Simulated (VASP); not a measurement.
# Zn in VASP: notebook, part 2 of 2

VASP 6.6.1.

### 5 Single point, PBEsol (14.13 Å³/atom)

This run uses another cell than the first one, of 14.13 Å³/atom.

Input file INCAR:

```
SYSTEM = Zn
PREC = Accurate ; ENCUT = 520
EDIFF = 1E-6 ; ISMEAR = -1
SIGMA = 0.03 ; LREAL = .FALSE.
LASPH = .TRUE. ; NELM = 80
ALGO = Normal ; ISIF = 2
LWAVE = .FALSE. ; LCHARG = .FALSE.
GGA = PS ; NBANDS = 19
```

Input file KPOINTS:

```
Automatic mesh
0
G
  18 18 9
  0 0 0
```

Input file POSCAR:

```
Zn
1.0
    2.5968132337      0.0000000000      0.0000000000
   -1.2984066169      2.2489062293      0.0000000000
    0.0000000000      0.0000000000      4.8404542559
Zn
2
Direct
    0.3333333333      0.6666666667      0.2500000000
    0.6666666667      0.3333333333      0.7500000000
```

Launch:

```bash
> cat potpaw_PBE.64/Zn/POTCAR > POTCAR
> mpirun -np 1 vasp_std > vasp.out
```

Wall time 78 s (1 thread of AMD EPYC 7R13, shared host); peak memory 0.17 GiB.

The run converged. Its results:

| Property | Result |
| --- | --- |
| Free energy | -3.1712 eV |
| Pressure | 1.0 GPa |
| Band gap on the k mesh | zero (bands 12 and 13 overlap by 4.71 eV) |

Stress tensor (GPa, compression positive):
```
0.43 0.00 0.00
0.00 0.43 0.00
0.00 0.00 2.05
```

Levels at points of the mesh, in eV from the Fermi level:
```
           k point  band 8  band 9  band 10  band 11  band 12  band 13  band 14  band 15  band 16  band 17
(0.00, 0.00, 0.00)   -7.54   -7.54    -7.31    -7.31    -4.18    -3.16    14.00    17.77    18.34    18.34
(0.50, 0.00, 0.00)   -7.33   -7.11    -7.09    -3.20    -2.33     2.64     3.47     4.39     5.74    10.51
```

Caveat: the PAW data sets were made with another functional, which shifts forces and pressure a little.

### 6 Single point, PBEsol

Input file INCAR:

```
SYSTEM = Zn
PREC = Accurate
ENCUT = 520
EDIFF = 1E-6
ISMEAR = -1
SIGMA = 0.03
LREAL = .False.
LASPH = .True.
NELM = 100
ALGO = Normal
ISIF = 2
LWAVE = .False.
LCHARG = .False.
GGA = PS
NBANDS = 19
```

Input file KPOINTS:

```
Automatic mesh
0
Gamma
  18 18 9
  0 0 0
```

Input file POSCAR:

```
Zn
1.0
    2.6143598013      0.0000000000      0.0000000000
   -1.3071799007      2.2641020026      0.0000000000
    0.0000000000      0.0000000000      4.8731610200
Zn
2
Direct
    0.3333333333      0.6666666667      0.2500000000
    0.6666666667      0.3333333333      0.7500000000
```

Potentials or basis: VASP PAW PBE potentials, release 64 (Zn).

Launch:

```bash
> cat potpaw_PBE.64/Zn/POTCAR > POTCAR
> mpirun -np 1 vasp_std > vasp.out
```

OUTCAR:

```text
SYSTEM = Zn
   PREC = Accurate
   ENCUT = 520
   EDIFF = 1E-6
   ISMEAR = -1
   LREAL = .False.
   LASPH = .True.
   NELM = 100
   ISIF = 2
   GGA = PS

 ion  position               nearest neighbor table
   1  0.333  0.667  0.250-   2 2.87   2 2.87   2 2.87   2 2.87   2 2.87   2 2.87
   2  0.667  0.333  0.750-   1 2.87   1 2.87   1 2.87   1 2.87   1 2.87   1 2.87

  LATTYP: Found a hexagonal cell.
 ALAT       =     2.6143598013
 C/A-ratio  =     1.8639978390

  Lattice vectors:

 A1 = (   2.6143598013,   0.0000000000,   0.0000000000)
 A2 = (  -1.3071799007,   2.2641020026,   0.0000000000)
 A3 = (   0.0000000000,   0.0000000000,   4.8731610200)

Analysis of symmetry for initial positions (statically):
=====================================================================
 Subroutine PRICEL returns:
 Original cell was already a primitive cell.

 Routine SETGRP: Setting up the symmetry group for a
 hexagonal supercell.

 Subroutine GETGRP returns: Found 24 space group operations
 (whereof 12 operations were pure point group operations)
 out of a pool of 24 trial point group operations.

The static configuration has the point symmetry D_3d.
 The point group associated with its full space group is D_6h.

Analysis of symmetry for dynamics (positions and initial velocities):
=====================================================================
 Subroutine PRICEL returns:
 Original cell was already a primitive cell.

 Routine SETGRP: Setting up the symmetry group for a
 hexagonal supercell.

 Subroutine GETGRP returns: Found 24 space group operations
 (whereof 12 operations were pure point group operations)
 out of a pool of 24 trial point group operations.

The dynamic configuration has the point symmetry D_3d.
 The point group associated with its full space group is D_6h.

 Subroutine INISYM returns: Found 24 space group operations
 (whereof 12 operations are pure point group operations),
[... 111 lines left out ...]
   ISMEAR =    -1;   SIGMA  =   0.03  broadening in eV -4-tet -1-fermi 0-gaus
   EFERMI_NEDOS =   21; number of points for ismear=-14 and -15
   IALGO  =     38    algorithm
   IMIX   =      4    mixing-type and parameters
     AMIX     =   0.40;   BMIX     =  1.00
     AMIX_MAG =   1.60;   BMIX_MAG =  1.00
  volume/ion in A,a.u.               =      14.42        97.33
  Fermi-wavevector in a.u.,A,eV,Ry     =   1.539765  2.909735 32.257744  2.370877
  Thomas-Fermi vector in A             =   2.645947
   LORBIT       =      0    0 simple, 1 ext, 2 COOP (PROOUT), +10 PAW based schemes
   GGA     = PS    functional components
   LHFCALC =     F    Hartree Fock is set to
   AEXX    =    0.0000 exact exchange contribution
   IVDW    =     0    specifies the selected vdW correction
   LEPSILON=     F    determine dielectric tensor
   LRPA    =     F    only Hartree local field effects (RPA)
 non-spin polarized calculation
  energy-cutoff  :      520.00
  volume of cell :       28.85
 maximum number of plane-waves:       798
 NGX is ok and might be reduce to    20
   NGX =  9   NGY =  9   NGZ = 19

 number of electron      24.0000032 magnetization

 Free energy of the ion-electron system (eV)
  ---------------------------------------------------
  ext. energy  EPLUGINS =         0.00000000
  ---------------------------------------------------
  free energy    TOTEN  =        -3.17123365 eV

  energy without entropy =       -3.17023011  energy(sigma->0) =       -3.17073188

 E-fermi :   3.4543     XC(G=0): -11.9817

 val. band max:        3.4299674059   @ k =   0.3333   0.3333   0.0000
 cond. band min:       3.4618130422   @ k =   0.3333   0.3333   0.1111
 fundamental gap:      0.0318456363
 Fermi energy:         3.4542999015

 k-point     1 :       0.0000    0.0000    0.0000
  band No.  band energies     occupation
      1      -7.5250      2.00000
      2      -5.5270      2.00000
      3      -4.7312      2.00000
      4      -4.4749      2.00000
      5      -4.4749      2.00000
      6      -4.4199      2.00000
[... 505 lines left out ...]
      6      -4.3186      2.00000
[... 11 lines left out ...]
     18      16.8519      0.00000
     19      18.0745      0.00000

 [... further k-points ...]

------------------------ aborting loop because EDIFF is reached ----------------------------------------

  FORCE on cell =-STRESS in cart. coord.  units (eV):
  Direction    XX          YY          ZZ          XY          YZ          ZX
  --------------------------------------------------------------------------------------
  -------------------------------------------------------------------------------------
  Total       -0.3017441     -0.3017441      0.1133151      0.0000000     -0.0000000      0.0000000
  in kB      -16.7601274    -16.7601274      6.2939944      0.0000000     -0.0000000      0.0000000
  external PRESSURE =      -9.0754201 kB  Pullay stress =       0.0000000 kB

 VOLUME and BASIS-vectors are now :
 -----------------------------------------------------------------------------
  energy-cutoff  :      520.00
  volume of cell :       28.85
      direct lattice vectors                 reciprocal lattice vectors
     2.614359801  0.000000000  0.000000000     0.382502821  0.220838107  0.000000000
    -1.307179901  2.264102003  0.000000000     0.000000000  0.441676214  0.000000000
     0.000000000  0.000000000  4.873161020     0.000000000  0.000000000  0.205205614

 POSITION                                       TOTAL-FORCE (eV/Angst)
 -----------------------------------------------------------------------------------
     -0.00000      1.50940      1.21829        -0.000000      0.000000      0.000000
      1.30718      0.75470      3.65487         0.000000     -0.000000      0.000000
 -----------------------------------------------------------------------------------
    total drift:                                0.000000     -0.000000      0.000000

  FREE ENERGIE OF THE ION-ELECTRON SYSTEM (eV)
  ---------------------------------------------------
  free  energy   TOTEN  =        -3.1712336527 eV

  energy  without entropy=       -3.1702301082  energy(sigma->0) =       -3.17073188
```

Run time: 85 s. Hardware: 1 thread of AMD EPYC 7R13, shared host; peak memory 0.17 GiB.

Results:

```yaml
Free_energy: -3.1712 eV
Pressure: -0.9 GPa
Band_gap_on_the_k_mesh: zero (bands 12 and 13 overlap by 4.71 eV)
```

Caveat: the PAW data sets were made with another functional, which shifts forces and pressure a little.

### 7 Summary

```tsv
cell	gap on the mesh (eV)	pressure (GPa)
a = 2.601, b = 2.601, c = 4.922 Å, angles 90.0, 90.0, 120.0°, 2 atoms, atomic positions A	none	-0.5
a = 2.614, b = 2.614, c = 4.873 Å, angles 90.0, 90.0, 120.0°, 2 atoms, atomic positions B	none	-0.9
a = 2.561, b = 2.561, c = 4.775 Å, angles 90.0, 90.0, 120.0°, 2 atoms, atomic positions A	none	5.4
a = 2.597, b = 2.597, c = 4.840 Å, angles 90.0, 90.0, 120.0°, 2 atoms, atomic positions A	none	1.0
a = 2.614, b = 2.614, c = 4.873 Å, angles 90.0, 90.0, 120.0°, 2 atoms, atomic positions A	none	-0.9
```

Alike in all rows: task single point; level PBEsol; potentials or basis VASP PAW PBE potentials, release 64 (Zn); no spin polarisation; k mesh 18 × 18 × 9; cutoff (eV) 520; smearing fermi-dirac 0.03 eV.

Caveats: the PAW data sets were made with another functional, which shifts forces and pressure a little; the cell stands under pressure (at least some runs).

Total energies depend on the potentials used, so only differences within one code and one set of settings carry meaning.
